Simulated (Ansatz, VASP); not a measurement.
# B2AsH2 in VASP and in Ansatz

```
CELL_PARAMETERS angstrom
3.72694 0.00000 0.00000
-1.86347 3.22763 0.00000
0.00000 0.00000 7.89814
ATOMIC_POSITIONS crystal
B 0.33333 0.66667 0.50000
B 0.66667 0.33333 0.50000
H 0.00000 0.00000 0.04751
H 0.00000 0.00000 0.95249
As 0.00000 0.00000 0.50000
```

Alike in both runs: functional PBE; k mesh 12 × 12 × 6; occupations gaussian, width 0.1 eV; no spin polarisation.

Ansatz relaxed the structure, and its values are those at the end. VASP's run is a single point on that final structure, the one shown.

|  | VASP | Ansatz |
| --- | --- | --- |
| version | VASP 6.6.1 | Ansatz 0.2.0 |
| potentials or method | VASP PAW PBE potentials, release 64 (B, H, As), cutoff 520 eV | scalar-relativistic, plane waves, PAW |
| valence electrons in the cell | 13 | 23 |

Ansatz gave:

- gap on the k mesh at the Fermi level (eV): none
- pressure (GPa): 0.0
- rms of the force components (eV/Å): 0.003

Task: What did VASP give for the same quantities?

Result: gap on the k mesh at the Fermi level (eV): none; pressure (GPa): 0.1; rms of the force components (eV/Å): 0.001.

A gap of «none» marks a metal or a gap that the smearing closes. The functional is the same, so the differences come from potentials, cutoffs and numerics. VASP's potentials hold 13 valence electrons a cell and Ansatz's 23, so a difference there can come from the potentials and not from the codes.
